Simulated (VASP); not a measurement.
# SnO2 (I4_1/amd) in VASP: further runs

The runs below take SnO2 through relaxation of cell and atoms, relaxation of shape and atoms at fixed volume, single point, with PBE.

Program: VASP 6.6.1. These are calculated values, not measurements. Logs are shortened: lines on timing, memory, paths and dates and some standing lists are left out, and cuts for length are marked.

### 1 The cell of the first run

Symmetry: I4_1/amd, No. 141, tetragonal system. The conventional cell has a = 4.000 Å, b = 4.000 Å, c = 10.247 Å, α = 90.00°, β = 90.00°, γ = 90.00°. Sn (site symmetry -4m2) has 6 O at 2.06 to 2.09 Å within 2.7 Å. O (site symmetry 2mm) has 3 Sn at 2.06 to 2.09 Å and 2 O at 2.57 Å within 2.7 Å.

### 2 Relaxation of cell and atoms, PBE

File INCAR:

```
ALGO = Normal
EDIFF = 1E-6
EDIFFG = -0.005
ENCUT = 600
GGA = PE
IBRION = 2
ISIF = 3
ISMEAR = 0
LASPH = True
LCHARG = False
LREAL = False
LWAVE = False
NELM = 100
NSW = 100
PREC = Accurate
SIGMA = 0.02
```

File KPOINTS:

```
k-points
0
Gamma
  10 10 10
```

File POSCAR:

```
SnO2
1.0
   -2.0000686112      2.0000686112      5.1236788559
    2.0000686112     -2.0000686112      5.1236788559
    2.0000686112      2.0000686112     -5.1236788559
Sn O
2 4
Direct
    0.7500000000      0.2500000000      0.5000000000
    0.0000000000      0.0000000000      0.0000000000
    0.7965225900      0.7965225900      0.0000000000
    0.9534774100      0.4534774100      0.5000000000
    0.2034774100      0.2034774100      0.0000000000
    0.5465225900      0.0465225900      0.5000000000
```

Potentials or basis: VASP PAW PBE potentials, release 64 (Sn_d, O).

Launch:

```
> cat potpaw_PBE.64/Sn_d/POTCAR potpaw_PBE.64/O/POTCAR > POTCAR
> mpirun -np 1 vasp_std > vasp.out
```

OUTCAR:

```text
EDIFF = 1E-6
   EDIFFG = -0.005
   ENCUT = 600
   GGA = PE
   IBRION = 2
   ISIF = 3
   ISMEAR = 0
   LASPH = True
   LREAL = False
   NELM = 100
   NSW = 100
   PREC = Accurate

 ion  position               nearest neighbor table
   1  0.750  0.250  0.500-   3 2.06   5 2.06   3 2.06   5 2.06   4 2.09   6 2.09   2 3.25   2 3.25
                             2 3.25   2 3.25
   2  0.000  0.000  0.000-   6 2.06   4 2.06   6 2.06   4 2.06   3 2.09   5 2.09   1 3.25   1 3.25
                             1 3.25   1 3.25
   3  0.797  0.797  0.000-   1 2.06   1 2.06   2 2.09
   4  0.953  0.453  0.500-   2 2.06   2 2.06   1 2.09
   5  0.203  0.203  0.000-   1 2.06   1 2.06   2 2.09
   6  0.547  0.047  0.500-   2 2.06   2 2.06   1 2.09

  LATTYP: Found a body centered tetragonal cell.
 ALAT       =     4.0001372224
 C/A-ratio  =     2.5617515455

  Lattice vectors:

 A1 = (  -2.0000686112,   2.0000686112,   5.1236788559)
 A2 = (   2.0000686112,  -2.0000686112,   5.1236788559)
 A3 = (   2.0000686112,   2.0000686112,  -5.1236788559)

Analysis of symmetry for initial positions (statically):
=====================================================================
 Subroutine PRICEL returns:
 Original cell was already a primitive cell.

 Routine SETGRP: Setting up the symmetry group for a
 body centered tetragonal supercell.

 Subroutine GETGRP returns: Found 16 space group operations
 (whereof  8 operations were pure point group operations)
 out of a pool of 16 trial point group operations.

The static configuration has the point symmetry D_2d.
 The point group associated with its full space group is D_4h.

Analysis of symmetry for dynamics (positions and initial velocities):
=====================================================================
 Subroutine PRICEL returns:
 Original cell was already a primitive cell.

 Routine SETGRP: Setting up the symmetry group for a
 body centered tetragonal supercell.

 Subroutine GETGRP returns: Found 16 space group operations
 (whereof  8 operations were pure point group operations)
 out of a pool of 16 trial point group operations.

The dynamic configuration has the point symmetry D_2d.
 The point group associated with its full space group is D_4h.

 Subroutine INISYM returns: Found 16 space group operations
 (whereof  8 operations are pure point group operations),
 and found     1 'primitive' translations

----------------------------------------------------------------------------------------

                                     Primitive cell

  volume of cell :      81.9845

  direct lattice vectors                    reciprocal lattice vectors
[... 116 lines left out ...]
  volume/ion in A,a.u.               =      13.66        92.21
  Fermi-wavevector in a.u.,A,eV,Ry     =   1.406583  2.658057 26.918799  1.978476
  Thomas-Fermi vector in A             =   2.528929
   LORBIT       =      0    0 simple, 1 ext, 2 COOP (PROOUT), +10 PAW based schemes
   GGA     = PE    functional components
   LHFCALC =     F    Hartree Fock is set to
   AEXX    =    0.0000 exact exchange contribution
   IVDW    =     0    specifies the selected vdW correction
   LEPSILON=     F    determine dielectric tensor
   LRPA    =     F    only Hartree local field effects (RPA)
 conjugate gradient relaxation of ions
 non-spin polarized calculation
 Gauss-broadening in eV      SIGMA  =   0.02
  energy-cutoff  :      600.00
  volume of cell :       81.98
 maximum number of plane-waves:      2770
   NGX = 23   NGY = 23   NGZ = 23

--------------------------------------- Ionic step        1  -------------------------------------------

 number of electron      52.0000007 magnetization

 Free energy of the ion-electron system (eV)
  ---------------------------------------------------
  ext. energy  EPLUGINS =         0.00000000
  ---------------------------------------------------
  free energy    TOTEN  =       -36.91180359 eV

  energy without entropy =      -36.91180359  energy(sigma->0) =      -36.91180359

------------------------ aborting loop because EDIFF is reached ----------------------------------------

  FORCE on cell =-STRESS in cart. coord.  units (eV):
  Direction    XX          YY          ZZ          XY          YZ          ZX
  --------------------------------------------------------------------------------------
  -------------------------------------------------------------------------------------
  Total        3.2622579      3.2622579      3.1290421      0.0000000      0.0000000      0.0000000
  in kB       63.7524961     63.7524961     61.1491346      0.0000000      0.0000000      0.0000000
  external PRESSURE =      62.8847089 kB  Pullay stress =       0.0000000 kB
[... 27 lines left out ...]
--------------------------------------- Ionic step        2  -------------------------------------------

 number of electron      52.0000002 magnetization

 E-fermi :   3.4773     XC(G=0):  -9.9160

 val. band max:        3.3346076081   @ k =  -0.4000   0.4000   0.0000
 cond. band min:       4.1898719124   @ k =   0.0000   0.0000   0.0000
 fundamental gap:      0.8552643043
 Fermi energy:         3.4772517520

 k-point     1 :       0.0000    0.0000    0.0000
  band No.  band energies     occupation
      1     -17.0840      2.00000
      2     -17.0773      2.00000
      3     -16.9903      2.00000
      4     -16.5478      2.00000
      5     -16.5044      2.00000
      6     -16.5044      2.00000
[... 880 lines left out ...]
  FREE ENERGIE OF THE ION-ELECTRON SYSTEM (eV)
  ---------------------------------------------------
  free  energy   TOTEN  =       -36.9686780609 eV

  energy  without entropy=      -36.9686780609  energy(sigma->0) =      -36.96867806

[... ionic steps 4 to 7 ...]

--------------------------------------- Ionic step        8  -------------------------------------------

 number of electron      52.0000000 magnetization

------------------------ aborting loop because EDIFF is reached ----------------------------------------
[... 75 lines left out ...]
--------------------------------------- Ionic step       10  -------------------------------------------

 number of electron      52.0000000 magnetization

 Free energy of the ion-electron system (eV)
  ---------------------------------------------------
  ext. energy  EPLUGINS =         0.00000000
  ---------------------------------------------------
  free energy    TOTEN  =       -36.97282930 eV

  energy without entropy =      -36.97282930  energy(sigma->0) =      -36.97282930

 E-fermi :   3.8250     XC(G=0): -10.0891

 val. band max:        3.6539318477   @ k =  -0.4000   0.4000   0.0000
 cond. band min:       4.9322609172   @ k =   0.0000   0.0000   0.0000
 fundamental gap:      1.2783290695
 Fermi energy:         3.8249761108

 k-point     1 :       0.0000    0.0000    0.0000
  band No.  band energies     occupation
      1     -16.7272      2.00000
      2     -16.7006      2.00000
      3     -16.5893      2.00000
      4     -16.1099      2.00000
      5     -16.0293      2.00000
      6     -16.0293      2.00000
[... 840 lines left out ...]
  FREE ENERGIE OF THE ION-ELECTRON SYSTEM (eV)
  ---------------------------------------------------
  free  energy   TOTEN  =       -36.9728292988 eV

  energy  without entropy=      -36.9728292988  energy(sigma->0) =      -36.97282930

 reached required accuracy - stopping structural energy minimisation
```

OSZICAR:

```text
N       E                     dE             d eps       ncg     rms          rms(c)
DAV:   1     0.704753407506E+03    0.70475E+03   -0.28486E+04  6732   0.274E+03
DAV:   2     0.678666051213E+02   -0.63689E+03   -0.61467E+03  7182   0.727E+02
DAV:   3    -0.373899302006E+02   -0.10526E+03   -0.10339E+03  7214   0.240E+02
[... 78 lines left out ...]
DAV:   4    -0.369728288515E+02   -0.20574E-06   -0.22866E-06  4507   0.190E-02
   9 F= -.36972829E+02 E0= -.36972829E+02  d E =-.692576E-04
       N       E                     dE             d eps       ncg     rms          rms(c)
DAV:   1    -0.369728325149E+02   -0.38692E-05   -0.13851E-04  8469   0.144E-01    0.125E-02
DAV:   2    -0.369728300658E+02    0.24492E-05   -0.91012E-06  7361   0.341E-02    0.536E-03
DAV:   3    -0.369728292988E+02    0.76697E-06   -0.11283E-06  3666   0.237E-02
  10 F= -.36972829E+02 E0= -.36972829E+02  d E =-.697049E-04
```

CONTCAR:

```text
SnO2
   1.00000000000000
    -2.0276800759849487    2.0276800759849487    5.1865291250755536
     2.0276800759849487   -2.0276800759849487    5.1865291250755536
     2.0276800759849487    2.0276800759849487   -5.1865291250755536
  Sn              O
     2     4
Direct
     0.7500000000000000    0.2500000000000000    0.5000000000000000
     0.0000000000000000    0.0000000000000000    0.0000000000000000
     0.7975083975149525    0.7975083975149525    0.0000000000000000
     0.9524916024850475    0.4524916024850474    0.5000000000000000
     0.2024916024850476    0.2024916024850476    0.0000000000000000
     0.5475083975149525    0.0475083975149525    0.5000000000000000

  0.00000000E+00  0.00000000E+00  0.00000000E+00
  0.00000000E+00  0.00000000E+00  0.00000000E+00
  0.00000000E+00  0.00000000E+00  0.00000000E+00
  0.00000000E+00  0.00000000E+00  0.00000000E+00
  0.00000000E+00  0.00000000E+00  0.00000000E+00
  0.00000000E+00  0.00000000E+00  0.00000000E+00
```

Wall time 39 min (1 thread of Intel Xeon Platinum 8259CL at 2.50GHz (Skylake/Cascade Lake), shared host); peak memory 0.5 GiB.

What came out:

```yaml
Free_energy: -36.9728 eV
Relaxed_volume: 14.22 Å³/atom
Relaxed_cell: a = 5.926 Å, b = 5.926 Å, c = 5.926 Å, α = 139.99°, β = 139.99°, γ = 57.88°
Space_group_after_relaxing_to_0.05_Å: I4_1/amd (No. 141)
Energy_gained_by_relaxing: 10.2 meV/atom
Ionic_steps: 10
Pressure_after_relaxing: 0.0 GPa
Largest_force_after_relaxing: 0.005 eV/Å
Band_gap_on_the_k_mesh: 1.28 eV, indirect (least direct gap 1.61 eV)
```

Forces in eV/Å, atoms in the order of the input:
```
Sn   0.000  0.000  0.000
Sn   0.000  0.000  0.000
O    0.000  0.000  0.005
O    0.000  0.000 -0.005
O    0.000  0.000 -0.005
O    0.000  0.000  0.005
```

Step by step:
| step | energy change (eV) | largest force (eV/Å) | pressure (GPa) | volume (Å³) |
| --- | --- | --- | --- | --- |
| 1 | 0.0000 | 0.0646 | 6.29 | 81.98 |
| 2 | 0.0108 | 0.3784 | -5.81 | 88.51 |
| 3 | -0.0569 | 0.1595 | 0.00 | 85.01 |
| 4 | -0.0606 | 0.0238 | 0.01 | 85.23 |
| 5 | -0.0606 | 0.0196 | -0.02 | 85.24 |
| 6 | -0.0607 | 0.0140 | 0.05 | 85.22 |
| 7 | -0.0610 | 0.0032 | 0.16 | 85.19 |
| 8 | -0.0610 | 0.0065 | -0.04 | 85.31 |
| 9 | -0.0610 | 0.0051 | 0.02 | 85.29 |
| 10 | -0.0610 | 0.0049 | -0.02 | 85.30 |

Final structure:
```
Sn O
1.0
    -2.02768    2.02768    5.18653
     2.02768   -2.02768    5.18653
     2.02768    2.02768   -5.18653
Sn O
2 4
Direct
  0.75000 0.25000 0.50000
  0.00000 0.00000 0.00000
  0.79751 0.79751 0.00000
  0.95249 0.45249 0.50000
  0.20249 0.20249 0.00000
  0.54751 0.04751 0.50000
```

Caveat: spin-orbit coupling is left out, which moves the levels of the heavy elements. A k mesh can miss the band edges.

### 3 Relaxation of shape and atoms at fixed volume, PBE (volume scaled by 0.97)

File INCAR:

```
SYSTEM = SnO2
ALGO = Normal
EDIFF = 1E-6
EDIFFG = -0.01
ENCUT = 600
GGA = PE
IBRION = 2
ISIF = 4
ISMEAR = 0
LASPH = .TRUE.
LCHARG = .FALSE.
LREAL = .FALSE.
LWAVE = .FALSE.
NELM = 100
NSW = 50
PREC = Accurate
SIGMA = 0.02
```

File KPOINTS:

```
k-points
0
G
  10 10 10
  0 0 0
```

File POSCAR:

```
SnO2
1.0
   -2.0056701233      2.0056701233      5.1290384714
    2.0056701233     -2.0056701233      5.1290384714
    2.0056701233      2.0056701233     -5.1290384714
Sn O
2 4
Direct
    0.7500000000      0.2500000000      0.5000000000
    0.0000000000      0.0000000000      0.0000000000
    0.7975932603      0.7975932603      0.0000000000
    0.9524067397      0.4524067397      0.5000000000
    0.2024067397      0.2024067397      0.0000000000
    0.5475932603      0.0475932603      0.5000000000
```

Potentials or basis: VASP PAW PBE potentials, release 64 (Sn_d, O).

Launch:

```
> cat potpaw_PBE.64/Sn_d/POTCAR potpaw_PBE.64/O/POTCAR > POTCAR
> mpirun -np 1 vasp_std > vasp.out
```

Wall time 25 min (1 thread of Intel Xeon 6975P-C (Granite Rapids), shared host); peak memory 0.5 GiB.

The run converged. Its results:

```
Free energy                  : -36.9332 eV
Energy gained by relaxing    : 1.1 meV/atom
Ionic steps                  : 5
Pressure after relaxing      : 4.9 GPa
Largest force after relaxing : 0.006 eV/Å
Band gap on the k mesh       : 1.57 eV, indirect (least direct gap 1.95 eV)
```

Forces on the atoms (eV/Å):
```
Sn   0.000  0.000  0.000
Sn   0.000  0.000  0.000
O    0.000  0.000 -0.006
O    0.000  0.000  0.006
O    0.000  0.000  0.006
O    0.000  0.000 -0.006
```

Step by step:
| step | energy change (eV) | largest force (eV/Å) | pressure (GPa) | volume (Å³) |
| --- | --- | --- | --- | --- |
| 1 | 0.0000 | 0.2142 | 5.63 | 82.53 |
| 2 | -0.0042 | 0.0163 | 4.99 | 82.53 |
| 3 | -0.0046 | 0.0338 | 5.12 | 82.53 |
| 4 | -0.0053 | 0.0273 | 5.06 | 82.53 |
| 5 | -0.0064 | 0.0059 | 4.90 | 82.53 |

Final structure:
```
CELL_PARAMETERS angstrom
-2.00859 2.00859 5.11411
2.00859 -2.00859 5.11411
2.00859 2.00859 -5.11411
ATOMIC_POSITIONS crystal
Sn 0.75000 0.25000 0.50000
Sn 0.00000 0.00000 0.00000
O 0.79592 0.79592 0.00000
O 0.95408 0.45408 0.50000
O 0.20408 0.20408 0.00000
O 0.54592 0.04592 0.50000
```

Levels at points of the mesh, in eV from the valence-band top:
| k point | band 24 | band 25 | band 26 | band 27 | band 28 | band 29 |
| --- | --- | --- | --- | --- | --- | --- |
| (0.00, 0.00, 0.00) | -0.66 | -0.39 | -0.39 | 1.57 | 5.45 | 9.41 |
| (0.50, 0.00, 0.00) | -0.75 | -0.57 | -0.40 | 4.90 | 6.15 | 7.91 |
| (0.50, 0.50, 0.00) | -0.81 | -0.04 | -0.04 | 7.26 | 7.26 | 7.63 |
| (0.50, 0.50, 0.50) | -1.00 | -0.29 | -0.29 | 4.16 | 4.16 | 7.75 |

Caveat: the cell differs from its parent crystal (volume scaled by 0.97); spin-orbit coupling is left out, which moves the levels of the heavy elements. A k mesh can miss the band edges.

### 4 Single point, PBE (volume scaled by 0.97, then relaxed in part)

File INCAR:

```
SYSTEM = SnO2
PREC = Accurate
ENCUT = 520
EDIFF = 1E-7
ISMEAR = 0
SIGMA = 0.02
LREAL = .False.
LASPH = .True.
NELM = 60
ALGO = Normal
ISIF = 2
LWAVE = .False.
LCHARG = .True.
GGA = PE
LELF = .True.
LVHAR = .True.
NBANDS = 35
```

File KPOINTS:

```
Automatic mesh
0
Gamma
  10 10 10
  0 0 0
```

File POSCAR:

```
SnO2
1.0
   -2.0093408804      2.0093408804      5.1103156582
    2.0093408804     -2.0093408804      5.1103156582
    2.0093408804      2.0093408804     -5.1103156582
Sn O
2 4
Direct
    0.7500000000      0.2500000000      0.5000000000
    0.0000000000      0.0000000000      0.0000000000
    0.7959937704      0.7959937704      0.0000000000
    0.9540062296      0.4540062296      0.5000000000
    0.2040062296      0.2040062296      0.0000000000
    0.5459937704      0.0459937704      0.5000000000
```

Launch:

```
> cat potpaw_PBE.64/Sn_d/POTCAR potpaw_PBE.64/O/POTCAR > POTCAR
> mpirun -np 1 vasp_std > vasp.out
```

Run time: 6 min. Hardware: 1 thread of AMD EPYC 9R45 (Zen 5), shared host; peak memory 0.44 GiB.

It converged, with:

- Free energy: -36.9236 eV
- Pressure: 5.1 GPa
- Largest force: 0.031 eV/Å
- Band gap on the k mesh: 1.58 eV, indirect (least direct gap 1.96 eV)

Forces on the atoms (eV/Å):
```
Sn   0.000  0.000  0.000
Sn   0.000  0.000  0.000
O    0.000  0.000 -0.031
O    0.000  0.000  0.031
O    0.000  0.000  0.031
O    0.000  0.000 -0.031
```

Stress tensor (GPa, compression positive):
```
5.02 0.00 0.00
0.00 5.02 0.00
0.00 0.00 5.34
```

Levels at points of the mesh, in eV from the valence-band top:
```tsv
k point	band 22	band 23	band 24	band 25	band 26	band 27	band 28	band 29	band 30	band 31
(0.00, 0.00, 0.00)	-1.05	-0.66	-0.66	-0.39	-0.39	1.58	5.46	9.41	9.86	9.97
(0.50, 0.00, 0.00)	-1.08	-0.77	-0.75	-0.57	-0.40	4.90	6.16	7.92	8.61	10.06
(0.50, 0.50, 0.00)	-0.90	-0.80	-0.80	-0.04	-0.04	7.26	7.26	7.64	7.64	8.65
(0.50, 0.50, 0.50)	-2.72	-1.00	-1.00	-0.29	-0.29	4.17	4.17	7.75	7.75	11.93
```

Caveat: the cell differs from its parent crystal (volume scaled by 0.97, then relaxed in part); spin-orbit coupling is left out, which moves the levels of the heavy elements. A k mesh can miss the band edges.

### 5 Single point, PBE

This run uses another cell than the first one, of 14.18 Å³/atom, 1.038 times its volume.

File INCAR:

```
ALGO = Normal
EDIFF = 1E-7
ENCUT = 520
GGA = PE
ISIF = 2
ISMEAR = 0
LASPH = T
LCHARG = F
LREAL = F
LWAVE = F
NBANDS = 35
NELM = 100
PREC = Accurate
SIGMA = 0.02
```

File KPOINTS:

```
k-points
0
Gamma
  10 10 10
```

File POSCAR:

```
SnO2
1.0
   -2.0261375586      2.0261375586      5.1813792137
    2.0261375586     -2.0261375586      5.1813792137
    2.0261375586      2.0261375586     -5.1813792137
Sn O
2 4
Direct
    0.7500000000      0.2500000000      0.5000000000
    0.0000000000      0.0000000000      0.0000000000
    0.7975932603      0.7975932603      0.0000000000
    0.9524067397      0.4524067397      0.5000000000
    0.2024067397      0.2024067397      0.0000000000
    0.5475932603      0.0475932603      0.5000000000
```

Launch:

```
> cat potpaw_PBE.64/Sn_d/POTCAR potpaw_PBE.64/O/POTCAR > POTCAR
> mpirun -np 1 vasp_std > vasp.out
```

It took 5.6 min on 1 thread of AMD EPYC 9R45 (Zen 5), shared host; peak memory 0.44 GiB.

The run converged. Its results:

```
Free energy            : -36.9697 eV
Pressure               : 0.5 GPa
Largest force          : 0.025 eV/Å
Band gap on the k mesh : 1.31 eV, indirect (least direct gap 1.64 eV)
```

Forces on the atoms (eV/Å):
```
Sn   0.000  0.000  0.000
Sn   0.000  0.000  0.000
O    0.000  0.000 -0.025
O    0.000  0.000  0.025
O    0.000  0.000  0.025
O    0.000  0.000 -0.025
```

Stress tensor (GPa, compression positive):
```
0.47 0.00 0.00
0.00 0.47 0.00
0.00 0.00 0.70
```

Levels at points of the mesh, in eV from the valence-band top:
| k point | band 24 | band 25 | band 26 | band 27 | band 28 | band 29 |
| --- | --- | --- | --- | --- | --- | --- |
| (0.00, 0.00, 0.00) | -0.63 | -0.34 | -0.34 | 1.31 | 5.27 | 9.28 |
| (0.50, 0.00, 0.00) | -0.71 | -0.52 | -0.39 | 4.58 | 5.89 | 7.75 |
| (0.50, 0.50, 0.00) | -0.79 | -0.05 | -0.05 | 6.90 | 6.90 | 7.49 |
| (0.50, 0.50, 0.50) | -0.97 | -0.24 | -0.24 | 3.95 | 3.95 | 7.63 |

Caveat: spin-orbit coupling is left out, which moves the levels of the heavy elements. A k mesh can miss the band edges.

(Continued in part 2 of 2.)
